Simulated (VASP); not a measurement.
Runs of VASP 6.6.1 on Mg. The structure is that of space group I4/mmm (No. 139), or close to it. The cells are those of the table. 

| level | potentials or basis | cell | k mesh | cutoff (eV) | smearing | grid for exact exchange (PRECFOCK) | share of exact exchange | gap on the mesh (eV) | pressure (GPa) |
| --- | --- | --- | --- | --- | --- | --- | --- | --- | --- |
| LDA | VASP PAW LDA potentials, release 64 (Mg_sv) | a = 3.072 Å, angles 107.2, 107.2, 114.2°, 1 atom | 11 × 11 × 11 | 840 | fermi-dirac 0.05 eV | - | - | none | -1.5 |
| r2SCAN | VASP PAW PBE potentials, release 64 (Mg) | a = 3.133 Å, angles 107.2, 107.2, 114.2°, 1 atom | 11 × 11 × 11 | 520 | gaussian 0.01 eV | - | - | none | -1.7 |
| LDA | VASP PAW LDA potentials, release 64 (Mg_sv) | a = 3.092 Å, angles 107.2, 107.2, 114.2°, 1 atom | 11 × 11 × 11 | 840 | fermi-dirac 0.05 eV | - | - | none | (a) |
| r2SCANh+D3(BJ) | VASP PAW PBE potentials, release 64 (Mg) | a = 3.092 Å, angles 107.2, 107.2, 114.2°, 1 atom | 8 × 8 × 8, shifted | 520 | methfessel-paxton 0.025 eV | Normal | 0.1 | none | -1.3 |
| B3LYP+D3(BJ) | VASP PAW PBE potentials, release 64 (Mg) | a = 3.092 Å, angles 107.2, 107.2, 114.2°, 1 atom | 8 × 8 × 8 | 520 | methfessel-paxton 0.01 eV | Normal | 0.2 | none | (b) |
| r2SCAN | VASP PAW PBE potentials, release 64 (Mg) | a = 3.153 Å, angles 107.2, 107.2, 114.2°, 1 atom | 11 × 11 × 11 | 520 | gaussian 0.01 eV | - | - | none | -2.3 |

Alike in all rows: task single point; no spin polarisation.

**Question.** Estimate the missing entries.

**Answer.** (a) -2.2; (b) -3.3.

Caveats: the PAW data sets were made with another functional, which shifts forces and pressure a little (at least some runs); three body term missing (at least some runs); the cell stands under tension (at least some runs).

A gap of «none» marks levels without a gap at the run's occupations.

The runs don't all hold the same shells in valence.
